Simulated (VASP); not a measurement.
**BaTiO3: single point with PBEsol**

BaTiO3:

```
Ba Ti O
1.0
     4.00600    0.00000    0.00000
     0.00000    4.00600    0.00000
     0.00000    0.00000    4.00600
Ba Ti O
1 1 3
Direct
  0.50000 0.50000 0.50000
  0.00000 0.00000 0.00000
  0.50000 0.00000 0.00000
  0.00000 0.50000 0.00000
  0.00000 0.00000 0.50000
```

```yaml
Program: VASP 6.6.1
Task: single point
Functional: PBEsol
Potentials_or_basis: VASP PAW PBE potentials, release 64 (Ba_sv, Ti_sv, O_h)
Cutoff: 910 eV
k_mesh: 6 × 6 × 6
Occupations: gaussian, width 0.01 eV
Spin: no spin polarisation
```

The pressure is -3.1 GPa and the band gap on the k mesh is 1.70 eV (least direct gap 1.84 eV).

Levels at points of the mesh, in eV from the valence-band top:
```csv
k point,band 17,band 18,band 19,band 20,band 21,band 22,band 23,band 24
"(0.00, 0.00, 0.00)",-1.10,-0.14,-0.14,-0.14,1.70,1.70,1.70,3.92
"(0.50, 0.00, 0.00)",-1.85,-1.85,-0.72,-0.72,1.86,3.48,3.48,3.93
"(0.50, 0.50, 0.00)",-1.74,-0.88,-0.88,-0.09,3.49,3.49,3.90,4.76
"(0.50, 0.50, 0.50)",-2.42,0.00,0.00,0.00,4.16,4.16,4.16,6.62
```

Wall time 72 s on 1 thread of Intel(R) Xeon(R) Platinum 8375C CPU @ 2.90GHz (Ice Lake) (shared host), peak memory 0.29 GiB.

Caveat: the cutoff is under 1.25 times the usual one of these potentials, so pressure, stress and relaxed cells hold a basis-set (Pulay) error; the cell stands under tension; the PAW data sets were made with another functional, which shifts forces and pressure a little; spin-orbit coupling is left out, which moves the levels of the heavy elements. As with any semilocal functional, this PBEsol gap is likely too small.
